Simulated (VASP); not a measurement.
Here is a VASP 6.6.1 calculation.

Contents of INCAR:

```
SYSTEM = HC12
  PREC = Accurate
  ENCUT = 520
  EDIFF = 1E-6
  ISMEAR = 0
  SIGMA = 0.05
  LREAL = .False.
  LASPH = .True.
  NELM = 80
  ALGO = Normal
  ISIF = 2
  LWAVE = .False.
  LCHARG = .True.
  LELF = .True.
  LVHAR = .True.
  NELECT = 48.0
  NBANDS = 36
```

The input KPOINTS:

```
Automatic mesh
0
Gamma
  6 6 6
  0 0 0
```

POSCAR

```
HC12
1.0
    1.7657489870     -3.5314979740     -1.7657489870
    3.5314979740     -1.7657489870      1.7657489870
   -1.7657489870     -3.5314979740      1.7657489870
C H
12 1
Direct
    0.2500000000      1.0000000000      0.2500000000
    0.0833333333      0.3333333333      0.7500000000
    0.9166666667      0.6666666667      0.2500000000
    0.7500000000      1.0000000000      0.7500000000
    0.5833333333      0.3333333333      0.2500000000
    0.4166666667      0.6666666667      0.7500000000
    0.9583333333      0.3333333333      0.1250000000
    0.7916666667      0.6666666667      0.6250000000
    0.6250000000      1.0000000000      0.1250000000
    0.4583333333      0.3333333333      0.6250000000
    0.2916666667      0.6666666667      0.1250000000
    0.1250000000      1.0000000000      0.6250000000
    1.2500000000      0.4166666667      0.3333333333
```

Potentials or basis: VASP PAW LDA potentials, release 64 (C, H).

Command:

```console
$ cat potpaw_LDA.64/C/POTCAR potpaw_LDA.64/H/POTCAR > POTCAR
$ mpirun -np 1 vasp_std > vasp.out
```

(1) Estimate the largest force.

## Answers

(1) 2.758 eV/Å.

Caveat: the cell carries a net charge on a neutralising background, which shifts energy and pressure.
